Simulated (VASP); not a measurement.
# Cs4Ca3SbF12 (a cell with a defect) in VASP: single point with PBEsol

Aim: the single point of Cs4Ca3SbF12 (a cell with a defect) with PBEsol.

Program: VASP 6.6.1. These are calculated values, not measurements. Logs are shortened: lines on timing, memory, paths and dates and some standing lists are left out, and cuts for length are marked.

## 1. The cell of the first run

The cell holds a defect, 40 atoms: a = 8.989 Å, b = 8.989 Å, c = 8.989 Å, α = 90.00°, β = 90.00°, γ = 90.00°.

## 2. Single point, PBEsol, collinear spin

Contents of INCAR:

```
SYSTEM = Cs4Ca3SbF12
ALGO = Normal ; EDIFF = 1E-6
ENCUT = 520 ; GGA = PS
GGA_COMPAT = .FALSE. ; ISIF = 2
ISMEAR = -1 ; ISPIN = 2
ISYM = -1 ; LASPH = .TRUE.
LCHARG = .FALSE. ; LORBIT = 11
LREAL = Auto ; LWAVE = .FALSE.
MAGMOM = 0 0 0 0 0 0 0 0 0.143 0.143 0 0 0 0 0 0 0.143 0.143 0 0 0 0 0.143 0.143 0.143 0 0 0.143 0.143 0 0 0.143 0.143 0 0.143 0 0 0.143 0 0.143 ; NBANDS = 185
NELM = 200 ; PREC = Accurate
SIGMA = 0.05
```

Contents of KPOINTS:

```
explicit points
1
Reciprocal
  0.25000000   0.25000000   0.25000000 1
```

Contents of POSCAR:

```
Cs4Ca3SbF12
1.0
    8.9888280000      0.0000000000      0.0000000000
    0.0000000000      8.9888280000      0.0000000000
    0.0000000000      0.0000000000      8.9888280000
Cs Sb Ca F
8 2 6 24
Direct
    0.0029150000      0.9976560000      0.0011760000
    0.9972720000      0.0026720000      0.5005700000
    0.9936570000      0.5068270000      0.9944630000
    0.0060860000      0.4934150000      0.4944860000
    0.4949450000      0.0059480000      0.0049250000
    0.5047080000      0.9954390000      0.5046670000
    0.5034320000      0.4986370000      0.9991560000
    0.4969210000      0.5027630000      0.4993780000
    0.2502870000      0.2503300000      0.2489770000
    0.7496880000      0.7510140000      0.7490210000
    0.2496900000      0.2505030000      0.7501220000
    0.2500650000      0.7501750000      0.2500260000
    0.2497710000      0.7504900000      0.7500020000
    0.7500680000      0.2502410000      0.2501390000
    0.7498250000      0.2504290000      0.7501500000
    0.7500430000      0.7502130000      0.2502240000
    0.2178310000      0.2823900000      0.9920150000
    0.2800380000      0.2197450000      0.5081890000
    0.2439260000      0.7577540000      0.9999560000
    0.2557370000      0.7429330000      0.5001520000
    0.7423530000      0.2586100000      0.0002420000
    0.7576060000      0.2420290000      0.5001150000
    0.7191380000      0.7821650000      0.0087730000
    0.7817480000      0.7168660000      0.4915940000
    0.9947310000      0.2290380000      0.2224300000
    0.9995000000      0.2568390000      0.7395230000
    0.0005070000      0.7434670000      0.2391070000
    0.0042180000      0.7720670000      0.7250120000
    0.5054710000      0.2715800000      0.2782980000
    0.4999380000      0.2438630000      0.7608110000
    0.4996710000      0.7570350000      0.2612260000
    0.4951940000      0.7289150000      0.7749150000
    0.2280380000      0.9947490000      0.2783390000
    0.2559940000      0.0000860000      0.7604970000
    0.2726360000      0.5055820000      0.2213040000
    0.2437480000      0.5010490000      0.7395020000
    0.7442660000      0.0005900000      0.2614260000
    0.7721660000      0.0063430000      0.7811950000
    0.7556980000      0.4998180000      0.2390070000
    0.7277690000      0.4945570000      0.7203130000
```

Potentials or basis: VASP PAW PBE potentials, release 64 (Cs_sv, Sb, Ca_sv, F).

On the command line:

```sh
$ cat potpaw_PBE.64/Cs_sv/POTCAR potpaw_PBE.64/Sb/POTCAR potpaw_PBE.64/Ca_sv/POTCAR potpaw_PBE.64/F/POTCAR > POTCAR
$ mpirun -np 1 vasp_std > vasp.out
```

OUTCAR:

```text
SYSTEM = Cs4Ca3SbF12
   EDIFF = 1E-6
   ENCUT = 520
   GGA = PS
   ISIF = 2
   ISMEAR = -1
   ISPIN = 2
   ISYM = -1
   LASPH = .TRUE.
   LORBIT = 11
   LREAL = Auto
   NELM = 200
   PREC = Accurate

 ion  position               nearest neighbor table
   1  0.003  0.998  0.001-
   2  0.997  0.003  0.501-
   3  0.994  0.507  0.994-
   4  0.006  0.493  0.494-
   5  0.495  0.006  0.005-
   6  0.505  0.995  0.505-
   7  0.503  0.499  0.999-
   8  0.497  0.503  0.499-
   9  0.250  0.250  0.249-  35 2.32  29 2.32  25 2.32  33 2.32  17 2.35  18 2.36
  10  0.750  0.751  0.749-  28 2.31  32 2.31  38 2.32  40 2.33  24 2.35  23 2.37
  11  0.250  0.251  0.750-  18 2.21  17 2.21  26 2.25  30 2.25  34 2.25  36 2.25
  12  0.250  0.750  0.250-  33 2.22  35 2.22  27 2.25  31 2.25  19 2.25  20 2.25
  13  0.250  0.750  0.750-  32 2.23  28 2.23  36 2.24  34 2.25  20 2.25  19 2.25
  14  0.750  0.250  0.250-  29 2.22  25 2.22  39 2.25  37 2.25  21 2.25  22 2.25
  15  0.750  0.250  0.750-  40 2.22  38 2.22  26 2.25  30 2.25  22 2.25  21 2.25
  16  0.750  0.750  0.250-  23 2.21  24 2.21  37 2.25  31 2.25  39 2.25  27 2.25
  17  0.218  0.282  0.992-  11 2.21   9 2.35
  18  0.280  0.220  0.508-  11 2.21   9 2.36
  19  0.244  0.758  1.000-  13 2.25  12 2.25
  20  0.256  0.743  0.500-  13 2.25  12 2.25
  21  0.742  0.259  0.000-  14 2.25  15 2.25
  22  0.758  0.242  0.500-  14 2.25  15 2.25
[... 16 lines left out ...]
  39  0.756  0.500  0.239-  14 2.25  16 2.25
  40  0.728  0.495  0.720-  15 2.22  10 2.33

IMPORTANT INFORMATION: All symmetrisations will be switched off!
NOSYMM: (Re-)initialisation of all symmetry stuff for point group C_1.

----------------------------------------------------------------------------------------

                                     Primitive cell

  volume of cell :     726.2886

  direct lattice vectors                    reciprocal lattice vectors
     8.988828000  0.000000000  0.000000000     0.111249208  0.000000000  0.000000000
     0.000000000  8.988828000  0.000000000     0.000000000  0.111249208  0.000000000
     0.000000000  0.000000000  8.988828000     0.000000000  0.000000000  0.111249208

  length of vectors
     8.988828000  8.988828000  8.988828000     0.111249208  0.111249208  0.111249208

  position of ions in fractional coordinates (direct lattice)
     0.002915000  0.997656000  0.001176000
     0.997272000  0.002672000  0.500570000
     0.993657000  0.506827000  0.994463000
     0.006086000  0.493415000  0.494486000
     0.494945000  0.005948000  0.004925000
     0.504708000  0.995439000  0.504667000
[... 32 lines left out ...]
     0.755698000  0.499818000  0.239007000
     0.727769000  0.494557000  0.720313000

  ion indices of the primitive-cell ions
   primitive index   ion index
                 1           1
                 2           2
                 3           3
                 4           4
                 5           5
                 6           6
[... 32 lines left out ...]
                39          39
                40          40

----------------------------------------------------------------------------------------

 KPOINTS: explicit points

Read explicit list of k-points.

 Found      1 k-points:

 Following reciprocal coordinates:
            Coordinates               Weight
  0.250000  0.250000  0.250000      1.000000
   k-points           NKPTS =      1   k-points in BZ     NKDIM =      1   number of bands    NBANDS=    185
   number of dos      NEDOS =    301   number of ions     NIONS =     40
   total plane-waves  NPLWV = 343000
   dimension x,y,z NGX =    70 NGY =   70 NGZ =   70
   dimension x,y,z NGXF=   140 NGYF=  140 NGZF=  140
   ions per type =               8   2   6  24
   NGX,Y,Z   is equivalent  to a cutoff of  12.95, 12.95, 12.95 a.u.
   NGXF,Y,Z  is equivalent  to a cutoff of  25.89, 25.89, 25.89 a.u.
 SYSTEM =  Cs4Ca3SbF12
   PREC   = accura    normal or accurate (medium, high low for compatibility)
   ISTART =      0    job   : 0-new  1-cont  2-samecut
   ICHARG =      2    charge: 1-file 2-atom 10-const
   ISPIN  =      2    spin polarized calculation?
   LNONCOLLINEAR =      F non collinear calculations
   LSORBIT =      F    spin-orbit coupling
   LASPH  =      T    aspherical Exc in radial PAW
   ENCUT  =  520.0 eV  38.22 Ry    6.18 a.u.  16.71 16.71 16.71*2*pi/ulx,y,z
   NELM   =    200;   NELMIN=  2; NELMDL= -5     # of ELM steps
   EDIFF  = 0.1E-05   stopping-criterion for ELM
   LREAL  =      T    real-space projection
   EDIFFG = 0.1E-04   stopping-criterion for IOM
   NSW    =      0    number of steps for IOM
   IBRION =     -1    ionic relax: 0-MD 1-quasi-New 2-CG
   NFREE  =      0    steps in history (QN), initial steepest desc. (CG)
   ISIF   =      2    stress and relaxation
   ISYM   =     -1    0-nonsym 1-usesym 2-fastsym
   POTIM  = 0.5000    time-step for ionic-motion
   TEBEG  =    0.0;   TEEND  =   0.0 temperature during run
   PSTRESS=    0.0 pullay stress
   NELECT =     310.0000    total number of electrons
   NUPDOWN=      -1.0000    fix difference up-down
   EMIN   =  10.00;   EMAX   =-10.00  energy-range for DOS
   EFERMI =   0.00;   METHOD = LEGACY
   ISMEAR =    -1;   SIGMA  =   0.05  broadening in eV -4-tet -1-fermi 0-gaus
   EFERMI_NEDOS =   21; number of points for ismear=-14 and -15
   IALGO  =     38    algorithm
   IMIX   =      4    mixing-type and parameters
     AMIX     =   0.40;   BMIX     =  1.00
     AMIX_MAG =   1.60;   BMIX_MAG =  1.00
  volume/ion in A,a.u.               =      18.16       122.53
  Fermi-wavevector in a.u.,A,eV,Ry     =   1.232610  2.329295 20.671702  1.519327
  Thomas-Fermi vector in A             =   2.367373
   LORBIT       =     11    0 simple, 1 ext, 2 COOP (PROOUT), +10 PAW based schemes
   GGA     = PS    functional components
   LHFCALC =     F    Hartree Fock is set to
   AEXX    =    0.0000 exact exchange contribution
   IVDW    =     0    specifies the selected vdW correction
   LEPSILON=     F    determine dielectric tensor
   LRPA    =     F    only Hartree local field effects (RPA)
 spin polarized calculation
  energy-cutoff  :      520.00
  volume of cell :      726.29
 maximum number of plane-waves:     19552
 NGX is ok and might be reduce to    70
   NGX = 33   NGY = 33   NGZ = 33

 number of electron     310.0000112 magnetization       1.9995766

 Free energy of the ion-electron system (eV)
  ---------------------------------------------------
  ext. energy  EPLUGINS =         0.00000000
  ---------------------------------------------------
  free energy    TOTEN  =      -200.35506954 eV

  energy without entropy =     -200.35481832  energy(sigma->0) =     -200.35494393

 E-fermi :   4.1173     XC(G=0):  -9.5446

 val. band max:        3.6922974026   @ k =   0.2500   0.2500   0.2500
 cond. band min:       4.5372291429   @ k =   0.2500   0.2500   0.2500
 fundamental gap:      0.8449317404
 Fermi energy:         4.1172755504

 spin component 1

 k-point     1 :       0.2500    0.2500    0.2500
  band No.  band energies     occupation
      1     -36.7050      1.00000
      2     -36.6843      1.00000
      3     -36.6758      1.00000
      4     -36.6665      1.00000
      5     -36.6166      1.00000
      6     -36.6071      1.00000
[... 159 lines left out ...]
    166       7.5328      0.00000
    167       7.5496      0.00000
 Fermi energy:         4.1172755504

 spin component 2

 k-point     1 :       0.2500    0.2500    0.2500
  band No.  band energies     occupation
      1     -36.7035      1.00000
      2     -36.6827      1.00000
      3     -36.6742      1.00000
      4     -36.6649      1.00000
      5     -36.6145      1.00000
      6     -36.6049      1.00000
[... 159 lines left out ...]
    166       7.5412      0.00000
    167       7.5561      0.00000
 [bands above 167 left out]

------------------------ aborting loop because EDIFF is reached ----------------------------------------

  FORCE on cell =-STRESS in cart. coord.  units (eV):
  Direction    XX          YY          ZZ          XY          YZ          ZX
  --------------------------------------------------------------------------------------
  -------------------------------------------------------------------------------------
  Total        6.9764898      7.1766038      8.5024435      2.0450508     -0.0543464     -0.0644187
  in kB       15.3899898     15.8314371     18.7562118      4.5113392     -0.1198869     -0.1421063
  external PRESSURE =      16.6592129 kB  Pullay stress =       0.0000000 kB

 VOLUME and BASIS-vectors are now :
 -----------------------------------------------------------------------------
  energy-cutoff  :      520.00
  volume of cell :      726.29
      direct lattice vectors                 reciprocal lattice vectors
     8.988828000  0.000000000  0.000000000     0.111249208  0.000000000  0.000000000
     0.000000000  8.988828000  0.000000000     0.000000000  0.111249208  0.000000000
     0.000000000  0.000000000  8.988828000     0.000000000  0.000000000  0.111249208

 POSITION                                       TOTAL-FORCE (eV/Angst)
 -----------------------------------------------------------------------------------
      0.02620      8.96776      0.01057         0.001000     -0.001572     -0.004754
      8.96431      0.02402      4.49954         0.000153      0.001966      0.000702
      8.93181      4.55578      8.93906        -0.003432      0.000510     -0.002156
      0.05471      4.43522      4.44485         0.002322     -0.000759     -0.000085
      4.44898      0.05347      0.04427        -0.006999      0.005370      0.004240
      4.53673      8.94783      4.53636         0.003852     -0.005194      0.004583
[... 32 lines left out ...]
      6.79284      4.49278      2.14839         0.006281      0.004097      0.000927
      6.54179      4.44549      6.47477         0.010384      0.094985      0.008736
 -----------------------------------------------------------------------------------
    total drift:                               -0.003206     -0.015235     -0.001670

  FREE ENERGIE OF THE ION-ELECTRON SYSTEM (eV)
  ---------------------------------------------------
  free  energy   TOTEN  =      -200.3550695384 eV

  energy  without entropy=     -200.3548183214  energy(sigma->0) =     -200.35494393

 total charge

# of ion       s       p       d       tot
------------------------------------------
    1        1.845   4.707   0.037   6.589
    2        1.845   4.706   0.038   6.588
    3        1.845   4.700   0.038   6.583
    4        1.845   4.700   0.038   6.583
    5        1.845   4.700   0.038   6.583
    6        1.845   4.700   0.038   6.583
[... 32 lines left out ...]
   39        1.731   4.356   0.000   6.087
   40        1.739   4.335   0.000   6.073
--------------------------------------------------
tot         71.323 178.709   2.050 252.082

 magnetization (x)

# of ion       s       p       d       tot
------------------------------------------
    1        0.000   0.001   0.002   0.003
    2        0.000   0.001   0.002   0.003
    3        0.002   0.005   0.006   0.012
    4        0.002   0.005   0.006   0.012
    5        0.002   0.005   0.006   0.013
    6        0.002   0.005   0.006   0.013
[... 32 lines left out ...]
   39        0.000   0.000   0.000   0.000
   40        0.003   0.022   0.000   0.024
--------------------------------------------------
tot          0.036   0.933   0.043   1.013
```

Run time: 5.7 min. Hardware: 1 thread of Intel Xeon 6975P-C (Granite Rapids), shared host; peak memory 1.1 GiB.

Results:

- Free energy: -200.3551 eV
- Pressure: 1.7 GPa
- Largest force: 0.115 eV/Å
- Band gap on the k mesh: 0.84 eV
- Net moment: 2.00 μB per cell
- Site moments: Cs +0.00, +0.01 (each value once); Sb +0.32; Ca +0.00; F +0.03, +0.00, +0.02 (each value once) μB
- Valence electrons inside the program's atomic spheres: Cs 6.59, 6.58 (each value once); Sb 2.18; Ca 8.19, 8.18 (each value once); F 6.07, 6.09 (each value once)

Forces in eV/Å, atoms in the order of the input:
```
Cs   0.001 -0.002 -0.005
Cs   0.000  0.002  0.001
Cs  -0.003  0.001 -0.002
Cs   0.002 -0.001  0.000
Cs  -0.007  0.005  0.004
Cs   0.004 -0.005  0.005
Cs  -0.002 -0.004  0.001
Cs  -0.002  0.002  0.003
Sb   0.003  0.002  0.002
Sb  -0.001 -0.004  0.004
Ca   0.003  0.004  0.003
Ca   0.000 -0.001 -0.001
Ca  -0.001  0.000  0.000
Ca  -0.001  0.003 -0.003
Ca   0.000 -0.001  0.001
Ca   0.001 -0.001 -0.002
F    0.006 -0.006  0.088
F   -0.006  0.009 -0.082
F   -0.004  0.003 -0.003
F    0.007 -0.003 -0.002
F    0.001 -0.002 -0.002
F   -0.004  0.001  0.000
F    0.018 -0.012 -0.103
F   -0.012  0.010  0.113
F    0.096  0.002  0.006
F   -0.004  0.001 -0.004
F   -0.003 -0.001 -0.004
F   -0.082 -0.010 -0.003
F   -0.105 -0.005 -0.012
F    0.006 -0.002  0.002
F   -0.001  0.002  0.006
F    0.091  0.016 -0.003
F    0.007  0.099 -0.009
F    0.002 -0.002  0.007
F   -0.004 -0.091  0.009
F   -0.006 -0.007 -0.004
F   -0.005 -0.003 -0.001
F   -0.016 -0.097 -0.020
F    0.006  0.004  0.001
F    0.010  0.095  0.009
```

Stress tensor (GPa, compression positive):
```
 1.54  0.45 -0.01
 0.45  1.58 -0.01
-0.01 -0.01  1.88
```

Levels at points of the mesh, in eV from the valence-band top:
Spin up:
```tsv
k point	band 152	band 153	band 154	band 155	band 156	band 157	band 158	band 159	band 160	band 161
(0.25, 0.25, 0.25)	-5.03	-3.81	-3.78	-0.07	0.00	1.52	1.56	1.71	1.75	3.03
```
Spin down:
| k point | band 152 | band 153 | band 154 | band 155 | band 156 | band 157 |
| --- | --- | --- | --- | --- | --- | --- |
| (0.25, 0.25, 0.25) | -5.02 | -3.58 | -3.56 | 0.84 | 0.94 | 1.77 |

Caveat: the PAW data sets were made with another functional, which shifts forces and pressure a little; spin-orbit coupling is left out, which moves the levels of the heavy elements.
